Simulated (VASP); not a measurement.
SiC, 2 atoms in the cell. The structure is cubic, space group Pm-3m (No. 221). Conventional cell: a = 2.638 Å, b = 2.638 Å, c = 2.638 Å, α = 90.00°, β = 90.00°, γ = 90.00°. Si (site symmetry m-3m) has 8 C at 2.28 Å and 6 Si at 2.64 Å within 3.0 Å. Within 3.0 Å of C (site symmetry m-3m) lie 8 Si at 2.28 Å and 6 C at 2.64 Å. 

```yaml
Program: VASP 6.6.1
Task: relaxation of cell and atoms
Functional: PBE
Potentials_or_basis: VASP PAW PBE potentials, release 64 (Si, C)
Cutoff: 600 eV
k_mesh: 20 × 20 × 20
Occupations: gaussian, width 0.1 eV
Spin: no spin polarisation
Dipole_correction: no
Further_INCAR_settings: ALGO = Normal; EDIFF = 1e-07; IBRION = 2; EDIFFG = -0.01; NSW = 100; ISIF = 3
```

Potentials or basis: VASP PAW PBE potentials, release 64 (Si, C).

Run with:

```sh
$ cat potpaw_PBE.64/Si/POTCAR potpaw_PBE.64/C/POTCAR > POTCAR
$ mpirun -np 1 vasp_std > vasp.out
```

Hardware: 1 thread of Intel(R) Xeon(R) 6975P-C (Granite Rapids), with other jobs on the host.

**Question.** Estimate the wall time of this run.

**Answer.** Run time: 27 s on 1 thread of Intel(R) Xeon(R) 6975P-C (Granite Rapids), with other jobs on the host, peak memory 0.17 GiB. Counts: scf iterations 25, k points 286, ion steps 3.
